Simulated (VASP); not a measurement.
Wanted: the native input for a VASP 6.6.1 run.

```yaml
Task: single point
Functional: PBEsol
Potentials_or_basis: VASP PAW PBE potentials, release 64 (Nb_sv)
Cutoff: 520 eV
k_mesh: 18 × 18 × 18
Occupations: fermi-dirac, width 0.05 eV
Spin: no spin polarisation
Dipole_correction: no
Further_INCAR_settings: ALGO = Normal; EDIFF = 1e-07; NBANDS = 12
```

The structure of Nb lies in POSCAR:

```
Nb
1.0
   -1.6363110716      1.6363110716      1.6363110716
    1.6363110716     -1.6363110716      1.6363110716
    1.6363110716      1.6363110716     -1.6363110716
Nb
1
Direct
    0.0000000000      0.0000000000      0.0000000000
```

These files were run (other wordings do the same):

INCAR

```
PREC = Accurate
ENCUT = 520
EDIFF = 1E-7
ISMEAR = -1
SIGMA = 0.05
LREAL = False
LASPH = True
NELM = 60
ALGO = Normal
ISIF = 2
LWAVE = False
LCHARG = False
GGA = PS
NBANDS = 12
```

KPOINTS

```
regular mesh
0
Gamma
  18 18 18
```

Potentials or basis: VASP PAW PBE potentials, release 64 (Nb_sv).

Launch:

```console
$ cat potpaw_PBE.64/Nb_sv/POTCAR > POTCAR
$ mpirun -np 1 vasp_std > vasp.out
```

It gave:

```json
{"Pressure": "-0.3 GPa", "Band gap on the k mesh": "zero (an odd number of electrons rules out a gap without spin polarisation)"}
```

Caveat: the PAW data sets were made with another functional, which shifts forces and pressure a little.

Run time: 52 s on 1 thread of Intel Xeon 8259CL, with other jobs on the host, peak memory 0.17 GiB.
